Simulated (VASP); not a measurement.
# SiMo3 (Pm-3n) in VASP: notebook

Runs on SiMo3. Level: PBE. Tasks: single point.

All numbers are computed with VASP 6.6.1; they aren't measurements. Logs are shortened: lines on timing, memory, paths and dates and some standing lists are left out, and cuts for length are marked.

**1. The cell of the first run**

The structure is cubic, space group Pm-3n (No. 223). The conventional cell has a = 4.890 Å, b = 4.890 Å, c = 4.890 Å, α = 90.00°, β = 90.00°, γ = 90.00°. Within 3.6 Å of Si (site symmetry m-3) lie 12 Mo at 2.73 Å. Within 3.2 Å of Mo (site symmetry -4m2) lie 10 Mo at 2.44 to 2.99 Å and 4 Si at 2.73 Å.

**2. Single point, PBE**

Contents of INCAR:

```
SYSTEM = SiMo3
PREC = Accurate ; ENCUT = 520
EDIFF = 1E-6 ; ISMEAR = 0
SIGMA = 0.1 ; LREAL = .FALSE.
LASPH = .TRUE. ; NELM = 80
ALGO = Normal ; ISIF = 2
LWAVE = .FALSE. ; LCHARG = .FALSE.
GGA = PE ; NBANDS = 56
```

Contents of KPOINTS:

```
regular mesh
0
G
  4 4 4
  0 0 0
```

Contents of POSCAR:

```
SiMo3
1.0
    4.8896951900      0.0000000000      0.0000000000
    0.0000000000      4.8896951900      0.0000000000
    0.0000000000      0.0000000000      4.8896951900
Si Mo
2 6
Direct
    0.5000000000      0.5000000000      0.5000000000
    0.0000000000      0.0000000000      0.0000000000
    0.0000000000      0.5000000000      0.2500000000
    0.0000000000      0.5000000000      0.7500000000
    0.5000000000      0.7500000000      0.0000000000
    0.5000000000      0.2500000000      0.0000000000
    0.7500000000      0.0000000000      0.5000000000
    0.2500000000      0.0000000000      0.5000000000
```

Potentials or basis: VASP PAW PBE potentials, release 64 (Si, Mo_sv).

Started as:

```
$ cat potpaw_PBE.64/Si/POTCAR potpaw_PBE.64/Mo_sv/POTCAR > POTCAR
$ mpirun -np 1 vasp_std > vasp.out
```

OUTCAR:

```text
SYSTEM = SiMo3
   PREC = Accurate
   ENCUT = 520
   EDIFF = 1E-6
   ISMEAR = 0
   LREAL = .FALSE.
   LASPH = .TRUE.
   NELM = 80
   ISIF = 2
   GGA = PE

 ion  position               nearest neighbor table
   1  0.500  0.500  0.500-   3 2.73   4 2.73   5 2.73   6 2.73   7 2.73   8 2.73   5 2.73   6 2.73
                             7 2.73   8 2.73   3 2.73   4 2.73
   2  0.000  0.000  0.000-   3 2.73   4 2.73   5 2.73   6 2.73   7 2.73   8 2.73   7 2.73   8 2.73
                             3 2.73   4 2.73   5 2.73   6 2.73
   3  0.000  0.500  0.250-   4 2.44   4 2.44   1 2.73   2 2.73   2 2.73   1 2.73   8 2.99   5 2.99
                             6 2.99   7 2.99   8 2.99   7 2.99   5 2.99   6 2.99
   4  0.000  0.500  0.750-   3 2.44   3 2.44   1 2.73   2 2.73   2 2.73   1 2.73   8 2.99   5 2.99
                             6 2.99   7 2.99   8 2.99   7 2.99   5 2.99   6 2.99
   5  0.500  0.750  0.000-   6 2.44   6 2.44   1 2.73   1 2.73   2 2.73   2 2.73   8 2.99   4 2.99
                             7 2.99   8 2.99   3 2.99   7 2.99   3 2.99   4 2.99
   6  0.500  0.250  0.000-   5 2.44   5 2.44   1 2.73   1 2.73   2 2.73   2 2.73   8 2.99   4 2.99
                             7 2.99   8 2.99   3 2.99   7 2.99   3 2.99   4 2.99
   7  0.750  0.000  0.500-   8 2.44   8 2.44   1 2.73   2 2.73   1 2.73   2 2.73   3 2.99   4 2.99
                             5 2.99   6 2.99   5 2.99   3 2.99   4 2.99   6 2.99
   8  0.250  0.000  0.500-   7 2.44   7 2.44   1 2.73   2 2.73   1 2.73   2 2.73   3 2.99   4 2.99
                             5 2.99   6 2.99   5 2.99   3 2.99   4 2.99   6 2.99

  LATTYP: Found a simple cubic cell.
 ALAT       =     4.8896951900

  Lattice vectors:

 A1 = (   4.8896951900,   0.0000000000,   0.0000000000)
 A2 = (   0.0000000000,   4.8896951900,   0.0000000000)
 A3 = (   0.0000000000,   0.0000000000,   4.8896951900)

Analysis of symmetry for initial positions (statically):
=====================================================================
 Subroutine PRICEL returns:
 Original cell was already a primitive cell.

 Routine SETGRP: Setting up the symmetry group for a
 simple cubic supercell.

 Subroutine GETGRP returns: Found 48 space group operations
 (whereof 24 operations were pure point group operations)
 out of a pool of 48 trial point group operations.

The static configuration has the point symmetry T_h .
 The point group associated with its full space group is O_h .

Analysis of symmetry for dynamics (positions and initial velocities):
=====================================================================
 Subroutine PRICEL returns:
 Original cell was already a primitive cell.

 Routine SETGRP: Setting up the symmetry group for a
 simple cubic supercell.

 Subroutine GETGRP returns: Found 48 space group operations
 (whereof 24 operations were pure point group operations)
 out of a pool of 48 trial point group operations.

The dynamic configuration has the point symmetry T_h .
 The point group associated with its full space group is O_h .

 Subroutine INISYM returns: Found 48 space group operations
 (whereof 24 operations are pure point group operations),
 and found     1 'primitive' translations

----------------------------------------------------------------------------------------

                                     Primitive cell

  volume of cell :     116.9083

  direct lattice vectors                    reciprocal lattice vectors
     4.889695190  0.000000000  0.000000000     0.204511725  0.000000000  0.000000000
     0.000000000  4.889695190  0.000000000     0.000000000  0.204511725  0.000000000
     0.000000000  0.000000000  4.889695190     0.000000000  0.000000000  0.204511725

  length of vectors
     4.889695190  4.889695190  4.889695190     0.204511725  0.204511725  0.204511725

  position of ions in fractional coordinates (direct lattice)
     0.500000000  0.500000000  0.500000000
     0.000000000  0.000000000  0.000000000
     0.000000000  0.500000000  0.250000000
     0.000000000  0.500000000  0.750000000
     0.500000000  0.750000000  0.000000000
     0.500000000  0.250000000  0.000000000
     0.750000000  0.000000000  0.500000000
     0.250000000  0.000000000  0.500000000

  ion indices of the primitive-cell ions
   primitive index   ion index
                 1           1
                 2           2
                 3           3
                 4           4
                 5           5
                 6           6
                 7           7
                 8           8

----------------------------------------------------------------------------------------

 KPOINTS: regular mesh

Automatic generation of k-mesh.
 Grid dimensions read from file:
 generate k-points for:    4    4    4

 Generating k-lattice:

  Cartesian coordinates                     Fractional coordinates (reciprocal lattice)
     0.051127931  0.000000000  0.000000000     0.250000000  0.000000000  0.000000000
     0.000000000  0.051127931  0.000000000     0.000000000  0.250000000  0.000000000
     0.000000000  0.000000000  0.051127931     0.000000000  0.000000000  0.250000000

  Length of vectors
     0.051127931  0.051127931  0.051127931

  Shift w.r.t. Gamma in fractional coordinates (k-lattice)
     0.000000000  0.000000000  0.000000000

 Subroutine IBZKPT returns following result:
 ===========================================

 Found     10 irreducible k-points:

 Following reciprocal coordinates:
            Coordinates               Weight
  0.000000  0.000000  0.000000      1.000000
  0.250000  0.000000  0.000000      6.000000
  0.500000  0.000000  0.000000      3.000000
  0.250000  0.250000  0.000000     12.000000
  0.500000  0.250000  0.000000     12.000000
  0.500000  0.500000  0.000000      3.000000
  0.250000  0.250000  0.250000      8.000000
  0.500000  0.250000  0.250000     12.000000
  0.500000  0.500000  0.250000      6.000000
  0.500000  0.500000  0.500000      1.000000
   k-points           NKPTS =     10   k-points in BZ     NKDIM =     10   number of bands    NBANDS=     56
   number of dos      NEDOS =    301   number of ions     NIONS =      8
   total plane-waves  NPLWV =  46656
   dimension x,y,z NGX =    36 NGY =   36 NGZ =   36
   dimension x,y,z NGXF=    72 NGYF=   72 NGZF=   72
   ions per type =               2   6
   NGX,Y,Z   is equivalent  to a cutoff of  12.24, 12.24, 12.24 a.u.
   NGXF,Y,Z  is equivalent  to a cutoff of  24.48, 24.48, 24.48 a.u.
 SYSTEM =  SiMo3
   PREC   = accura    normal or accurate (medium, high low for compatibility)
   ISTART =      0    job   : 0-new  1-cont  2-samecut
   ICHARG =      2    charge: 1-file 2-atom 10-const
   ISPIN  =      1    spin polarized calculation?
   LNONCOLLINEAR =      F non collinear calculations
   LSORBIT =      F    spin-orbit coupling
   LASPH  =      T    aspherical Exc in radial PAW
   ENCUT  =  520.0 eV  38.22 Ry    6.18 a.u.   9.09  9.09  9.09*2*pi/ulx,y,z
   NELM   =     80;   NELMIN=  2; NELMDL= -5     # of ELM steps
   EDIFF  = 0.1E-05   stopping-criterion for ELM
   LREAL  =      F    real-space projection
   EDIFFG = 0.1E-04   stopping-criterion for IOM
   NSW    =      0    number of steps for IOM
   IBRION =     -1    ionic relax: 0-MD 1-quasi-New 2-CG
   NFREE  =      0    steps in history (QN), initial steepest desc. (CG)
   ISIF   =      2    stress and relaxation
   ISYM   =      2    0-nonsym 1-usesym 2-fastsym
   POTIM  = 0.5000    time-step for ionic-motion
   TEBEG  =    0.0;   TEEND  =   0.0 temperature during run
   PSTRESS=    0.0 pullay stress
   NELECT =      92.0000    total number of electrons
   NUPDOWN=      -1.0000    fix difference up-down
   EMIN   =  10.00;   EMAX   =-10.00  energy-range for DOS
   EFERMI =   0.00;   METHOD = LEGACY
   ISMEAR =     0;   SIGMA  =   0.10  broadening in eV -4-tet -1-fermi 0-gaus
   EFERMI_NEDOS =   21; number of points for ismear=-14 and -15
   IALGO  =     38    algorithm
   IMIX   =      4    mixing-type and parameters
     AMIX     =   0.40;   BMIX     =  1.00
     AMIX_MAG =   1.60;   BMIX_MAG =  1.00
  volume/ion in A,a.u.               =      14.61        98.62
  Fermi-wavevector in a.u.,A,eV,Ry     =   1.511433  2.856195 31.081565  2.284431
  Thomas-Fermi vector in A             =   2.621491
   LORBIT       =      0    0 simple, 1 ext, 2 COOP (PROOUT), +10 PAW based schemes
   GGA     = PE    functional components
   LHFCALC =     F    Hartree Fock is set to
   AEXX    =    0.0000 exact exchange contribution
   IVDW    =     0    specifies the selected vdW correction
   LEPSILON=     F    determine dielectric tensor
   LRPA    =     F    only Hartree local field effects (RPA)
 non-spin polarized calculation
 Gauss-broadening in eV      SIGMA  =   0.10
  energy-cutoff  :      520.00
  volume of cell :      116.91
 maximum number of plane-waves:      3178
   NGX = 19   NGY = 19   NGZ = 19

 number of electron      91.9999978 magnetization

 Free energy of the ion-electron system (eV)
  ---------------------------------------------------
  ext. energy  EPLUGINS =         0.00000000
  ---------------------------------------------------
  free energy    TOTEN  =       -78.86210252 eV

  energy without entropy =      -78.83257605  energy(sigma->0) =      -78.84733929

 E-fermi :  12.7060     XC(G=0): -13.1110

 val. band max:       12.6618239171   @ k =   0.5000   0.5000   0.0000
 cond. band min:      12.7507056081   @ k =   0.5000   0.2500   0.0000
 fundamental gap:      0.0888816910
 Fermi energy:        12.7060467983

 k-point     1 :       0.0000    0.0000    0.0000
  band No.  band energies     occupation
      1     -48.5191      2.00000
      2     -48.4037      2.00000
      3     -48.4037      2.00000
      4     -48.0748      2.00000
      5     -48.0748      2.00000
      6     -48.0748      2.00000
[... 48 lines left out ...]
     55      15.5009      0.00000
     56      15.5036      0.00000

 k-point     2 :       0.2500    0.0000    0.0000
  band No.  band energies     occupation
      1     -48.4940      2.00000
      2     -48.4166      2.00000
      3     -48.3656      2.00000
      4     -48.1289      2.00000
      5     -48.0748      2.00000
      6     -48.0748      2.00000
[... 48 lines left out ...]
     55      15.3154      0.00000
     56      15.7617      0.00000

 k-point     3 :       0.5000    0.0000    0.0000
  band No.  band energies     occupation
      1     -48.4504      2.00000
      2     -48.4504      2.00000
      3     -48.2541      2.00000
      4     -48.2541      2.00000
      5     -48.0748      2.00000
      6     -48.0748      2.00000
[... 48 lines left out ...]
     55      15.5025      0.00000
     56      15.5025      0.00000

 k-point     4 :       0.2500    0.2500    0.0000
  band No.  band energies     occupation
      1     -48.4698      2.00000
      2     -48.3975      2.00000
      3     -48.3580      2.00000
      4     -48.1347      2.00000
      5     -48.1238      2.00000
      6     -48.0748      2.00000
[... 48 lines left out ...]
     55      15.3853      0.00000
     56      15.5708      0.00000

 k-point     5 :       0.5000    0.2500    0.0000
  band No.  band energies     occupation
      1     -48.4465      2.00000
      2     -48.3998      2.00000
      3     -48.2581      2.00000
      4     -48.2544      2.00000
      5     -48.1287      2.00000
      6     -48.0747      2.00000
[... 48 lines left out ...]
     55      15.4084      0.00000
     56      15.4797      0.00000

 k-point     6 :       0.5000    0.5000    0.0000
  band No.  band energies     occupation
      1     -48.4424      2.00000
      2     -48.3015      2.00000
      3     -48.2623      2.00000
      4     -48.2623      2.00000
      5     -48.2228      2.00000
      6     -48.0747      2.00000
[... 48 lines left out ...]
     55      15.3222      0.00000
     56      15.4385      0.00000

 k-point     7 :       0.2500    0.2500    0.2500
  band No.  band energies     occupation
      1     -48.4371      2.00000
      2     -48.3681      2.00000
      3     -48.3681      2.00000
      4     -48.1333      2.00000
      5     -48.1333      2.00000
      6     -48.1222      2.00000
[... 48 lines left out ...]
     55      14.8497      0.00000
     56      15.5135      0.00000

 k-point     8 :       0.5000    0.2500    0.2500
  band No.  band energies     occupation
      1     -48.3952      2.00000
      2     -48.3952      2.00000
      3     -48.2582      2.00000
      4     -48.2582      2.00000
      5     -48.1296      2.00000
      6     -48.1296      2.00000
[... 48 lines left out ...]
     55      15.1033      0.00000
     56      15.1033      0.00000

 k-point     9 :       0.5000    0.5000    0.2500
  band No.  band energies     occupation
      1     -48.3904      2.00000
      2     -48.2900      2.00000
      3     -48.2623      2.00000
      4     -48.2623      2.00000
      5     -48.2344      2.00000
      6     -48.1304      2.00000
[... 48 lines left out ...]
     55      14.7357      0.00000
     56      15.0554      0.00000

 k-point    10 :       0.5000    0.5000    0.5000
  band No.  band energies     occupation
      1     -48.2622      2.00000
      2     -48.2622      2.00000
      3     -48.2622      2.00000
      4     -48.2622      2.00000
      5     -48.2622      2.00000
      6     -48.2622      2.00000
[... 48 lines left out ...]
     55      14.9916      0.00000
     56      14.9916      0.00000

------------------------ aborting loop because EDIFF is reached ----------------------------------------

  FORCE on cell =-STRESS in cart. coord.  units (eV):
  Direction    XX          YY          ZZ          XY          YZ          ZX
  --------------------------------------------------------------------------------------
  -------------------------------------------------------------------------------------
  Total        2.9204127      2.9204127      2.9204127     -0.0000000      0.0000000     -0.0000000
  in kB       40.0229819     40.0229819     40.0229819     -0.0000000      0.0000000     -0.0000000
  external PRESSURE =      40.0229819 kB  Pullay stress =       0.0000000 kB

 VOLUME and BASIS-vectors are now :
 -----------------------------------------------------------------------------
  energy-cutoff  :      520.00
  volume of cell :      116.91
      direct lattice vectors                 reciprocal lattice vectors
     4.889695190  0.000000000  0.000000000     0.204511725  0.000000000  0.000000000
     0.000000000  4.889695190  0.000000000     0.000000000  0.204511725  0.000000000
     0.000000000  0.000000000  4.889695190     0.000000000  0.000000000  0.204511725

 POSITION                                       TOTAL-FORCE (eV/Angst)
 -----------------------------------------------------------------------------------
      2.44485      2.44485      2.44485        -0.000000      0.000000      0.000000
      0.00000      0.00000      0.00000        -0.000000      0.000000      0.000000
      0.00000      2.44485      1.22242         0.000000     -0.000000      0.000000
      0.00000      2.44485      3.66727        -0.000000      0.000000      0.000000
      2.44485      3.66727      0.00000        -0.000000     -0.000000     -0.000000
      2.44485      1.22242      0.00000        -0.000000      0.000000     -0.000000
      3.66727      0.00000      2.44485        -0.000000     -0.000000     -0.000000
      1.22242      0.00000      2.44485         0.000000      0.000000      0.000000
 -----------------------------------------------------------------------------------
    total drift:                                0.000000      0.000000     -0.000000

  FREE ENERGIE OF THE ION-ELECTRON SYSTEM (eV)
  ---------------------------------------------------
  free  energy   TOTEN  =       -78.8621025228 eV

  energy  without entropy=      -78.8325760497  energy(sigma->0) =      -78.84733929
```

It took 34 s on 1 thread of AMD EPYC 9R45 (Zen 5), shared host; peak memory 0.19 GiB.

Results:

| Property | Result |
| --- | --- |
| Free energy | -78.8621 eV |
| Pressure | 4.0 GPa |
| Band gap on the k mesh | zero (bands 46 and 47 overlap by 2.43 eV) |

Levels at points of the mesh, in eV from the Fermi level:
```
           k point  band 41  band 42  band 43  band 44  band 45  band 46  band 47  band 48  band 49  band 50
(0.00, 0.00, 0.00)    -2.13    -2.13    -1.51    -1.51     1.29     1.29     1.29     2.10     2.40     2.40
(0.50, 0.00, 0.00)    -2.41    -2.41    -1.65    -1.65     0.31     0.31     0.98     0.98     1.55     1.55
(0.50, 0.50, 0.00)    -1.19    -1.19    -1.07    -0.81    -0.81    -0.72    -0.65    -0.44    -0.04     0.30
(0.50, 0.50, 0.50)    -1.69    -1.69    -1.14    -1.14    -1.14    -1.14    -1.14    -1.14     1.31     1.31
```

Caveat: the cell stands under pressure.

**3. Single point, PBE**

This run uses another cell than the first one, of 14.76 Å³/atom.

Contents of INCAR:

```
SYSTEM = SiMo3
ALGO     = Fast           ! electronic algorithm
EDIFF    = 1E-6           ! SCF threshold, eV
ENCUT    = 520            ! plane-wave cutoff, eV
GGA      = PE             ! functional
ISIF     = 2              ! what is computed and relaxed
ISMEAR   = 0              ! smearing method
LASPH    = .True.         ! aspherical terms in the spheres
LCHARG   = .False.        ! write CHGCAR
LREAL    = .False.        ! projectors in reciprocal space
LWAVE    = .False.        ! write WAVECAR
NBANDS   = 56             ! bands
NELM     = 80             ! most SCF steps
PREC     = Accurate       ! precision mode
SIGMA    = 0.1            ! smearing width, eV
```

Contents of KPOINTS:

```
k-points
0
Gamma
  8 8 8
  0 0 0
```

Edit POSCAR of step 2 so:

```diff
@@ -2,5 +2,5 @@
 1.0
-    4.8896951900      0.0000000000      0.0000000000
-    0.0000000000      4.8896951900      0.0000000000
-    0.0000000000      0.0000000000      4.8896951900
+    4.9064533751      0.0000000000      0.0000000000
+    0.0000000000      4.9064533751      0.0000000000
+    0.0000000000      0.0000000000      4.9064533751
 Si Mo
```

Potentials or basis: VASP PAW PBE potentials, release 64 (Si, Mo_sv).

Started as:

```
$ cat potpaw_PBE.64/Si/POTCAR potpaw_PBE.64/Mo_sv/POTCAR > POTCAR
$ mpirun -np 1 vasp_std > vasp.out
```

Wall time 2.6 min (1 thread of AMD EPYC 9R45 (Zen 5), shared host); peak memory 0.27 GiB.

It converged, with:

* Free energy: -78.9977 eV
* Pressure: 0.5 GPa
* Band gap on the k mesh: zero (bands 46 and 47 overlap by 2.43 eV)

Levels at points of the mesh, in eV from the Fermi level:
| k point | band 44 | band 45 | band 46 | band 47 | band 48 | band 49 |
| --- | --- | --- | --- | --- | --- | --- |
| (0.00, 0.00, 0.00) | -1.56 | 1.22 | 1.22 | 1.22 | 1.98 | 2.31 |
| (0.50, 0.00, 0.00) | -1.70 | 0.22 | 0.22 | 0.91 | 0.91 | 1.48 |
| (0.50, 0.50, 0.00) | -0.88 | -0.88 | -0.79 | -0.69 | -0.49 | -0.13 |
| (0.50, 0.50, 0.50) | -1.21 | -1.21 | -1.21 | -1.21 | -1.21 | 1.23 |
